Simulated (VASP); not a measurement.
# MgO (P6_3mc) in VASP: notebook

Runs on MgO. Level: PBE. Tasks: single point, relaxation of cell and atoms.

Program: VASP 6.6.1. These are calculated values, not measurements. Logs are shortened: lines on timing, memory, paths and dates and some standing lists are left out, and cuts for length are marked.

## Step 1: The cell of the first run

Symmetry: P6_3mc, No. 186, hexagonal system. The conventional cell has a = 3.308 Å, b = 3.308 Å, c = 4.983 Å, α = 90.00°, β = 90.00°, γ = 120.00°. Mg (site symmetry 3m) has 4 O at 1.97 to 1.99 Å within 2.6 Å. O (site symmetry 3m) has 4 Mg at 1.97 to 1.99 Å within 2.6 Å.

## Step 2: Single point, PBE

Contents of INCAR:

```
PREC = Accurate ; ENCUT = 600
EDIFF = 1E-6 ; ISMEAR = 0
SIGMA = 0.1 ; LREAL = False
LASPH = True ; NELM = 120
ALGO = Normal ; ISIF = 2
LWAVE = False ; LCHARG = False
GGA = PE ; NBANDS = 16
GGA_COMPAT = False
```

Contents of KPOINTS:

```
Automatic mesh
0
Gamma
  6 6 4
```

Contents of POSCAR:

```
MgO
1.0
    3.3077869900      0.0000000000      0.0000000000
   -1.6538934900      2.8646275600      0.0000000000
    0.0000000000      0.0000000000      4.9828816700
Mg O
2 2
Direct
    0.3333333300      0.6666666700      0.0021597400
    0.6666666700      0.3333333300      0.5021597400
    0.3333333300      0.6666666700      0.4024402600
    0.6666666700      0.3333333300      0.9024402600
```

Potentials or basis: VASP PAW PBE potentials, release 64 (Mg, O).

On the command line:

```
$ cat potpaw_PBE.64/Mg/POTCAR potpaw_PBE.64/O/POTCAR > POTCAR
$ mpirun -np 1 vasp_std > vasp.out
```

OUTCAR:

```text
PREC = Accurate
   ENCUT = 600
   EDIFF = 1E-6
   ISMEAR = 0
   LREAL = False
   LASPH = True
   NELM = 120
   ISIF = 2
   GGA = PE

 ion  position               nearest neighbor table
   1  0.333  0.667  0.002-   4 1.97   4 1.97   4 1.97   3 1.99   2 3.14   2 3.14   2 3.14   2 3.14
                             2 3.14   2 3.14
   2  0.667  0.333  0.502-   3 1.97   3 1.97   3 1.97   4 1.99   1 3.14   1 3.14   1 3.14   1 3.14
                             1 3.14   1 3.14
   3  0.333  0.667  0.402-   2 1.97   2 1.97   2 1.97   1 1.99
   4  0.667  0.333  0.902-   1 1.97   1 1.97   1 1.97   2 1.99

  LATTYP: Found a hexagonal cell.
 ALAT       =     3.3077869900
 C/A-ratio  =     1.5064094771

  Lattice vectors:

 A1 = (   3.3077869900,   0.0000000000,   0.0000000000)
 A2 = (  -1.6538934900,   2.8646275600,   0.0000000000)
 A3 = (   0.0000000000,   0.0000000000,   4.9828816700)

Analysis of symmetry for initial positions (statically):
=====================================================================
 Subroutine PRICEL returns:
 Original cell was already a primitive cell.

 Routine SETGRP: Setting up the symmetry group for a
 hexagonal supercell.

 Subroutine GETGRP returns: Found 12 space group operations
 (whereof  6 operations were pure point group operations)
 out of a pool of 24 trial point group operations.

The static configuration has the point symmetry C_3v.
 The point group associated with its full space group is C_6v.

Analysis of symmetry for dynamics (positions and initial velocities):
=====================================================================
 Subroutine PRICEL returns:
 Original cell was already a primitive cell.

 Routine SETGRP: Setting up the symmetry group for a
 hexagonal supercell.

 Subroutine GETGRP returns: Found 12 space group operations
 (whereof  6 operations were pure point group operations)
 out of a pool of 24 trial point group operations.

The dynamic configuration has the point symmetry C_3v.
 The point group associated with its full space group is C_6v.

 Subroutine INISYM returns: Found 12 space group operations
 (whereof  6 operations are pure point group operations),
 and found     1 'primitive' translations

----------------------------------------------------------------------------------------

                                     Primitive cell

  volume of cell :      47.2157

  direct lattice vectors                    reciprocal lattice vectors
     3.307786990  0.000000000  0.000000000     0.302316928  0.174542759  0.000000000
    -1.653893490  2.864627560  0.000000000     0.000000000  0.349085520  0.000000000
     0.000000000  0.000000000  4.982881670     0.000000000  0.000000000  0.200687086

  length of vectors
     3.307786990  3.307786984  4.982881670     0.349085519  0.349085520  0.200687086

  position of ions in fractional coordinates (direct lattice)
     0.333333330  0.666666670  0.002159740
     0.666666670  0.333333330  0.502159740
     0.333333330  0.666666670  0.402440260
     0.666666670  0.333333330  0.902440260

  ion indices of the primitive-cell ions
   primitive index   ion index
                 1           1
                 2           2
                 3           3
                 4           4

----------------------------------------------------------------------------------------

 KPOINTS: Automatic mesh

Automatic generation of k-mesh.
 Grid dimensions read from file:
 generate k-points for:    6    6    4

 Generating k-lattice:

  Cartesian coordinates                     Fractional coordinates (reciprocal lattice)
     0.050386155  0.029090460  0.000000000     0.166666667 -0.000000000  0.000000000
     0.000000000  0.058180920  0.000000000     0.000000000  0.166666667  0.000000000
     0.000000000  0.000000000  0.050171771     0.000000000  0.000000000  0.250000000

  Length of vectors
     0.058180920  0.058180920  0.050171771

  Shift w.r.t. Gamma in fractional coordinates (k-lattice)
     0.000000000  0.000000000  0.000000000

 Subroutine IBZKPT returns following result:
 ===========================================

 Found     21 irreducible k-points:

 Following reciprocal coordinates:
            Coordinates               Weight
  0.000000  0.000000  0.000000      1.000000
  0.166667  0.000000  0.000000      6.000000
  0.333333  0.000000  0.000000      6.000000
  0.500000  0.000000  0.000000      3.000000
  0.166667  0.166667  0.000000      6.000000
  0.333333  0.166667  0.000000     12.000000
[... 13 lines left out ...]
  0.333333  0.166667  0.500000     12.000000
  0.333333  0.333333  0.500000      2.000000
   k-points           NKPTS =     21   k-points in BZ     NKDIM =     21   number of bands    NBANDS=     16
   number of dos      NEDOS =    301   number of ions     NIONS =      4
   total plane-waves  NPLWV =  31360
   dimension x,y,z NGX =    28 NGY =   28 NGZ =   40
   dimension x,y,z NGXF=    56 NGYF=   56 NGZF=   80
   ions per type =               2   2
   NGX,Y,Z   is equivalent  to a cutoff of  14.07, 14.07, 13.35 a.u.
   NGXF,Y,Z  is equivalent  to a cutoff of  28.15, 28.15, 26.69 a.u.
 SYSTEM =  unknown system
   PREC   = accura    normal or accurate (medium, high low for compatibility)
   ISTART =      0    job   : 0-new  1-cont  2-samecut
   ICHARG =      2    charge: 1-file 2-atom 10-const
   ISPIN  =      1    spin polarized calculation?
   LNONCOLLINEAR =      F non collinear calculations
   LSORBIT =      F    spin-orbit coupling
   LASPH  =      T    aspherical Exc in radial PAW
   ENCUT  =  600.0 eV  44.10 Ry    6.64 a.u.   6.61  6.61  9.95*2*pi/ulx,y,z
   NELM   =    120;   NELMIN=  2; NELMDL= -5     # of ELM steps
   EDIFF  = 0.1E-05   stopping-criterion for ELM
   LREAL  =      F    real-space projection
   EDIFFG = 0.1E-04   stopping-criterion for IOM
   NSW    =      0    number of steps for IOM
   IBRION =     -1    ionic relax: 0-MD 1-quasi-New 2-CG
   NFREE  =      0    steps in history (QN), initial steepest desc. (CG)
   ISIF   =      2    stress and relaxation
   ISYM   =      2    0-nonsym 1-usesym 2-fastsym
   POTIM  = 0.5000    time-step for ionic-motion
   TEBEG  =    0.0;   TEEND  =   0.0 temperature during run
   PSTRESS=    0.0 pullay stress
   NELECT =      16.0000    total number of electrons
   NUPDOWN=      -1.0000    fix difference up-down
   EMIN   =  10.00;   EMAX   =-10.00  energy-range for DOS
   EFERMI =   0.00;   METHOD = LEGACY
   ISMEAR =     0;   SIGMA  =   0.10  broadening in eV -4-tet -1-fermi 0-gaus
   EFERMI_NEDOS =   21; number of points for ismear=-14 and -15
   IALGO  =     38    algorithm
   IMIX   =      4    mixing-type and parameters
     AMIX     =   0.40;   BMIX     =  1.00
     AMIX_MAG =   1.60;   BMIX_MAG =  1.00
  volume/ion in A,a.u.               =      11.80        79.66
  Fermi-wavevector in a.u.,A,eV,Ry     =   1.141351  2.156842 17.724080  1.302683
  Thomas-Fermi vector in A             =   2.278052
   LORBIT       =      0    0 simple, 1 ext, 2 COOP (PROOUT), +10 PAW based schemes
   GGA     = PE    functional components
   LHFCALC =     F    Hartree Fock is set to
   AEXX    =    0.0000 exact exchange contribution
   IVDW    =     0    specifies the selected vdW correction
   LEPSILON=     F    determine dielectric tensor
   LRPA    =     F    only Hartree local field effects (RPA)
 non-spin polarized calculation
 Gauss-broadening in eV      SIGMA  =   0.10
  energy-cutoff  :      600.00
  volume of cell :       47.22
 maximum number of plane-waves:      1610
 NGX is ok and might be reduce to    28
   NGX = 13   NGY = 13   NGZ = 19

 number of electron      15.9999997 magnetization

 Free energy of the ion-electron system (eV)
  ---------------------------------------------------
  ext. energy  EPLUGINS =         0.00000000
  ---------------------------------------------------
  free energy    TOTEN  =       -23.52602564 eV

  energy without entropy =      -23.52602564  energy(sigma->0) =      -23.52602564

 E-fermi :   1.6041     XC(G=0):  -9.7435

 val. band max:        1.1568053232   @ k =   0.0000   0.0000   0.0000
 cond. band min:       4.6204568317   @ k =   0.0000   0.0000   0.0000
 fundamental gap:      3.4636515085
 Fermi energy:         1.6040712278

 k-point     1 :       0.0000    0.0000    0.0000
  band No.  band energies     occupation
      1     -15.1171      2.00000
      2     -14.3066      2.00000
      3      -2.1269      2.00000
      4       0.3676      2.00000
      5       0.3676      2.00000
      6       0.7092      2.00000
[... 8 lines left out ...]
     15      17.5968      0.00000
     16      17.5968      0.00000

 k-point     2 :       0.1667    0.0000    0.0000
  band No.  band energies     occupation
      1     -14.9838      2.00000
      2     -14.2653      2.00000
      3      -1.8640      2.00000
      4      -0.3010      2.00000
      5       0.0640      2.00000
      6       0.2050      2.00000
[... 8 lines left out ...]
     15      16.7003      0.00000
     16      16.9850      0.00000

 k-point     3 :       0.3333    0.0000    0.0000
  band No.  band energies     occupation
      1     -14.6775      2.00000
      2     -14.2096      2.00000
      3      -1.4838      2.00000
      4      -1.1766      2.00000
      5      -0.7004      2.00000
      6      -0.0508      2.00000
[... 8 lines left out ...]
     15      15.5428      0.00000
     16      16.7361      0.00000

 k-point     4 :       0.5000    0.0000    0.0000
  band No.  band energies     occupation
      1     -14.4734      2.00000
      2     -14.2255      2.00000
      3      -1.9580      2.00000
      4      -1.0445      2.00000
      5      -0.6043      2.00000
      6      -0.1618      2.00000
[... 8 lines left out ...]
     15      15.2274      0.00000
     16      17.0965      0.00000
[... 267 lines left out ...]
 k-point    19 :       0.1667    0.1667    0.5000
  band No.  band energies     occupation
      1     -14.4909      2.00000
      2     -14.4909      2.00000
      3      -1.4625      2.00000
      4      -1.4625      2.00000
      5       0.0769      2.00000
      6       0.0769      2.00000
[... 8 lines left out ...]
     15      16.3192      0.00000
     16      16.3192      0.00000

 k-point    20 :       0.3333    0.1667    0.5000
  band No.  band energies     occupation
      1     -14.3424      2.00000
      2     -14.3424      2.00000
      3      -1.7704      2.00000
      4      -1.7704      2.00000
      5      -0.3213      2.00000
      6      -0.3213      2.00000
[... 8 lines left out ...]
     15      16.6161      0.00000
     16      16.6161      0.00000

 k-point    21 :       0.3333    0.3333    0.5000
  band No.  band energies     occupation
      1     -14.2930      2.00000
      2     -14.2930      2.00000
      3      -1.4890      2.00000
      4      -1.4890      2.00000
      5      -0.9658      2.00000
      6      -0.9658      2.00000
[... 8 lines left out ...]
     15      17.1027      0.00000
     16      17.1027      0.00000

------------------------ aborting loop because EDIFF is reached ----------------------------------------

  FORCE on cell =-STRESS in cart. coord.  units (eV):
  Direction    XX          YY          ZZ          XY          YZ          ZX
  --------------------------------------------------------------------------------------
  -------------------------------------------------------------------------------------
  Total        0.7851291      0.7851291      0.8519784      0.0000000      0.0000000      0.0000000
  in kB       26.6419125     26.6419124     28.9103201      0.0000000      0.0000000      0.0000000
  external PRESSURE =      27.3980484 kB  Pullay stress =       0.0000000 kB

 VOLUME and BASIS-vectors are now :
 -----------------------------------------------------------------------------
  energy-cutoff  :      600.00
  volume of cell :       47.22
      direct lattice vectors                 reciprocal lattice vectors
     3.307786990  0.000000000  0.000000000     0.302316928  0.174542759  0.000000000
    -1.653893490  2.864627560  0.000000000     0.000000000  0.349085520  0.000000000
     0.000000000  0.000000000  4.982881670     0.000000000  0.000000000  0.200687086

 POSITION                                       TOTAL-FORCE (eV/Angst)
 -----------------------------------------------------------------------------------
     -0.00000      1.90975      0.01076         0.000000      0.000000      0.008095
      1.65389      0.95488      2.50220         0.000000      0.000000      0.008095
     -0.00000      1.90975      2.00531        -0.000000      0.000000     -0.008095
      1.65389      0.95488      4.49675         0.000000     -0.000000     -0.008095
 -----------------------------------------------------------------------------------
    total drift:                               -0.000017      0.000010      0.002121

  FREE ENERGIE OF THE ION-ELECTRON SYSTEM (eV)
  ---------------------------------------------------
  free  energy   TOTEN  =       -23.5260256424 eV

  energy  without entropy=      -23.5260256424  energy(sigma->0) =      -23.52602564
```

Run time: 36 s. Hardware: 1 thread of AMD EPYC, shared host; peak memory 0.15 GiB.

What came out:

```
Free energy            : -23.5260 eV
Pressure               : 2.7 GPa
Largest force          : 0.008 eV/Å
Band gap on the k mesh : 3.46 eV
```

Forces on the atoms (eV/Å):
```
Mg   0.000  0.000  0.008
Mg   0.000  0.000  0.008
O    0.000  0.000 -0.008
O    0.000  0.000 -0.008
```

Levels at points of the mesh, in eV from the valence-band top:
| k point | band 6 | band 7 | band 8 | band 9 | band 10 | band 11 |
| --- | --- | --- | --- | --- | --- | --- |
| (0.00, 0.00, 0.00) | -0.45 | -0.45 | 0.00 | 3.46 | 8.51 | 10.34 |
| (0.50, 0.00, 0.00) | -1.32 | -0.83 | -0.52 | 7.76 | 8.08 | 9.23 |
| (0.00, 0.00, 0.50) | -0.62 | -0.62 | -0.62 | 5.98 | 5.98 | 13.22 |
| (0.50, 0.00, 0.50) | -0.94 | -0.72 | -0.72 | 7.37 | 7.37 | 10.80 |

## Step 3: Single point, PBE

This run uses another cell than the first one, of 12.19 Å³/atom.

Contents of INCAR:

```
SYSTEM = MgO
PREC = Accurate
ENCUT = 600
EDIFF = 1E-6
ISMEAR = 0
SIGMA = 0.02
LREAL = .FALSE.
LASPH = .TRUE.
NELM = 120
ALGO = Normal
ISIF = 2
LWAVE = .FALSE.
LCHARG = .FALSE.
GGA = PE
NBANDS = 16
GGA_COMPAT = .FALSE.
```

Contents of KPOINTS:

```
Automatic mesh
0
G
  9 9 6
  0 0 0
```

Contents of POSCAR:

```
MgO
1.0
    3.3155613548     -0.0000000029      0.0000000000
   -1.6577806749      2.8713603625      0.0000000000
    0.0000000000      0.0000000000      5.1198848661
Mg O
2 2
Direct
    0.3333333333      0.6666666667      0.0062740697
    0.6666666667      0.3333333333      0.5062740697
    0.3333333333      0.6666666667      0.3983259303
    0.6666666667      0.3333333333      0.8983259303
```

Potentials or basis: VASP PAW PBE potentials, release 64 (Mg, O).

On the command line:

```
$ cat potpaw_PBE.64/Mg/POTCAR potpaw_PBE.64/O/POTCAR > POTCAR
$ mpirun -np 1 vasp_std > vasp.out
```

Run time: 70 s. Hardware: 1 thread of AMD EPYC, shared host; peak memory 0.16 GiB.

It converged, with:

- Free energy: -23.5408 eV
- Pressure: -0.6 GPa
- Band gap on the k mesh: 3.39 eV

Levels at points of the mesh, in eV from the valence-band top:
```csv
k point,band 6,band 7,band 8,band 9,band 10,band 11
"(0.00, 0.00, 0.00)",-0.31,-0.31,0.00,3.39,8.35,10.02
"(0.00, 0.00, 0.50)",-0.46,-0.46,-0.46,5.83,5.83,12.88
```

## Step 4: Relaxation of cell and atoms, PBE

Contents of INCAR:

```
ALGO = Normal
EDIFF = 1E-7
EDIFFG = -0.002
ENCUT = 600
GGA = PE
GGA_COMPAT = F
IBRION = 2
ISIF = 3
ISMEAR = 0
LASPH = T
LCHARG = F
LREAL = F
LWAVE = F
NELM = 120
NELMIN = 4
NSW = 100
PREC = Accurate
SIGMA = 0.02
```

Contents of KPOINTS:

```
k-points
0
Gamma
  9 9 6
```

Contents of POSCAR:

```
MgO
1.0
    3.3077869900      0.0000000000      0.0000000000
   -1.6538934900      2.8646275600      0.0000000000
    0.0000000000      0.0000000000      4.9828816700
Mg O
2 2
Direct
    0.3333333300      0.6666666700      0.0021597400
    0.6666666700      0.3333333300      0.5021597400
    0.3333333300      0.6666666700      0.4024402600
    0.6666666700      0.3333333300      0.9024402600
```

On the command line:

```
$ cat potpaw_PBE.64/Mg/POTCAR potpaw_PBE.64/O/POTCAR > POTCAR
$ mpirun -np 1 vasp_std > vasp.out
```

Run time: 5.5 min. Hardware: 1 thread of AMD EPYC, shared host; peak memory 0.17 GiB.

It converged, with:

- Free energy: -23.5385 eV
- Relaxed volume: 12.12 Å³/atom
- Relaxed cell: a = 3.310 Å, b = 3.310 Å, c = 5.110 Å, α = 90.00°, β = 90.00°, γ = 120.00°
- Space group after relaxing (to 0.1 Å): P6_3mc (No. 186)
- Energy gained by relaxing: 3.1 meV/atom
- Ionic steps: 12
- Pressure after relaxing: 0.0 GPa
- Band gap on the k mesh: 3.42 eV

The path:
```tsv
step	energy change (eV)	largest force (eV/Å)	pressure (GPa)	volume (Å³)
1	0.0000	0.0084	2.78	47.22
2	-0.0085	0.0383	-0.78	48.63
3	-0.0093	0.0319	-0.01	48.30
4	-0.0097	0.0337	-0.01	48.32
5	-0.0108	0.0384	-0.01	48.37
6	-0.0120	0.0421	-0.02	48.47
7	-0.0123	0.0116	0.00	48.47
8	-0.0123	0.0012	0.01	48.47
9	-0.0123	0.0021	0.00	48.48
10	-0.0123	0.0042	0.01	48.49
11	-0.0123	0.0047	-0.01	48.50
12	-0.0123	0.0002	0.00	48.49
```

Final structure:
```yaml
crystal:
  lattice:
    - [3.31024, 0.00000, 0.00000]
    - [-1.65512, 2.86675, 0.00000]
    - [0.00000, 0.00000, 5.11003]
  atoms:
    - { symbol: Mg, position: [0.33333, 0.66667, 0.00620] }
    - { symbol: Mg, position: [0.66667, 0.33333, 0.50620] }
    - { symbol: O, position: [0.33333, 0.66667, 0.39840] }
    - { symbol: O, position: [0.66667, 0.33333, 0.89840] }
```

Levels at points of the mesh, in eV from the valence-band top:
| k point | band 6 | band 7 | band 8 | band 9 | band 10 | band 11 |
| --- | --- | --- | --- | --- | --- | --- |
| (0.00, 0.00, 0.00) | -0.31 | -0.31 | 0.00 | 3.42 | 8.38 | 10.06 |
| (0.00, 0.00, 0.50) | -0.46 | -0.46 | -0.46 | 5.86 | 5.86 | 12.92 |

A k mesh can miss the band edges.

## Step 5: The runs side by side

```tsv
task	cell	k mesh	smearing	gap on the mesh (eV)	pressure (GPa)
single point	a = 3.308, b = 3.308, c = 4.983 Å, angles 90.0, 90.0, 120.0°, 4 atoms, atomic positions A	6 × 6 × 4	gaussian 0.1 eV	3.46	2.7
single point	a = 3.316, b = 3.316, c = 5.120 Å, angles 90.0, 90.0, 120.0°, 4 atoms, atomic positions B	9 × 9 × 6	gaussian 0.02 eV	3.39	-0.6
relaxation of cell and atoms	relaxed from a = 3.308, b = 3.308, c = 4.983 Å, angles 90.0, 90.0, 120.0°, 4 atoms, atomic positions A	9 × 9 × 6	gaussian 0.02 eV	3.42	0.0
```

Alike in all rows: level PBE; potentials or basis VASP PAW PBE potentials, release 64 (Mg, O); no spin polarisation; cutoff (eV) 600.

Total energies depend on the potentials used, so only differences within one code and one set of settings carry meaning.
